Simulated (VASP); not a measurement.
The system is Ge2Sb2Te5.

```
Te Ge Sb
1.0
     4.22000    0.00000    0.00000
    -2.11000    3.65463    0.00000
     0.00000    0.00000   17.20000
Te Ge Sb
5 2 2
Cartesian
  0.0000 0.0000 0.0000
  2.1100 1.2182 3.6125
  0.0000 2.4364 7.2250
  2.1100 1.2182 9.9750
  0.0000 2.4364 13.5875
  0.0000 2.4364 1.8063
  2.1100 1.2182 15.3937
  0.0000 0.0000 5.4188
  0.0000 0.0000 11.7812
```

- Program: VASP 6.6.1
- Task: relaxation of cell and atoms
- Functional: LDA
- Potentials or basis: VASP PAW LDA potentials, release 64 (Te, Ge_d, Sb)
- Cutoff: 600 eV
- k mesh: 10 × 10 × 2
- Occupations: gaussian, width 0.03 eV
- Spin: no spin polarisation

At the start: pressure -1.8 GPa; volume 29.47 Å³/atom.

Task: Where does the relaxation end?

Result: Over 25 steps the energy falls by 36.1 meV/atom and the volume is 28.29 Å³/atom (-4.0 %); space group P-3m1 (No. 164, to 0.1 Å) before and after.

The path:
| step | energy change (eV) | largest force (eV/Å) | pressure (GPa) | volume (Å³) |
| --- | --- | --- | --- | --- |
| 1 | 0.0000 | 1.0384 | -1.80 | 265.27 |
| 2 | -0.2004 | 0.7058 | 1.07 | 252.72 |
| 3 | -0.2004 | 0.7002 | 1.15 | 252.52 |
| 4 | -0.2759 | 0.3097 | 0.17 | 256.14 |
| 5 | -0.2849 | 0.3084 | -0.25 | 258.01 |
| 6 | -0.3055 | 0.1826 | -0.24 | 256.88 |
| 7 | -0.3215 | 0.1201 | -0.14 | 254.60 |
| 8 | -0.3228 | 0.0534 | 0.29 | 252.97 |
| 9 | -0.3231 | 0.0747 | 0.16 | 253.47 |
| 10 | -0.3244 | 0.0134 | 0.00 | 254.29 |
| 11 | -0.3244 | 0.0151 | -0.02 | 254.34 |
| 12 | -0.3244 | 0.0141 | 0.00 | 254.32 |
| 13 | -0.3245 | 0.0124 | 0.00 | 254.30 |
| 14 | -0.3246 | 0.0133 | 0.03 | 254.23 |
| 15 | -0.3246 | 0.0159 | 0.04 | 254.20 |
| 16 | -0.3247 | 0.0150 | 0.01 | 254.27 |
| 17 | -0.3247 | 0.0137 | -0.01 | 254.40 |
| 18 | -0.3247 | 0.0168 | -0.05 | 254.67 |
| 19 | -0.3248 | 0.0142 | -0.04 | 254.67 |
| 20 | -0.3248 | 0.0087 | -0.01 | 254.68 |
| 21 | -0.3248 | 0.0100 | -0.01 | 254.70 |
| 22 | -0.3249 | 0.0058 | -0.05 | 254.69 |
| 23 | -0.3249 | 0.0051 | 0.03 | 254.53 |
| 24 | -0.3249 | 0.0050 | -0.02 | 254.61 |
| 25 | -0.3249 | 0.0047 | 0.01 | 254.57 |

Final structure:
```xyz
9
Lattice="4.1993 0.0000 0.0000 -2.0997 3.6367 0.0000 0.0000 0.0000 16.6695" Properties=species:S:1:pos:R:3 pbc="T T T"
Te    0.0000    0.0000    0.0000
Te    2.0997    1.2122    3.3202
Te    0.0000    2.4245    7.0312
Te    2.0997    1.2122    9.6383
Te    0.0000    2.4245   13.3493
Ge    0.0000    2.4245    1.6774
Ge    2.0997    1.2122   14.9922
Sb    0.0000    0.0000    5.3081
Sb    0.0000    0.0000   11.3614
```
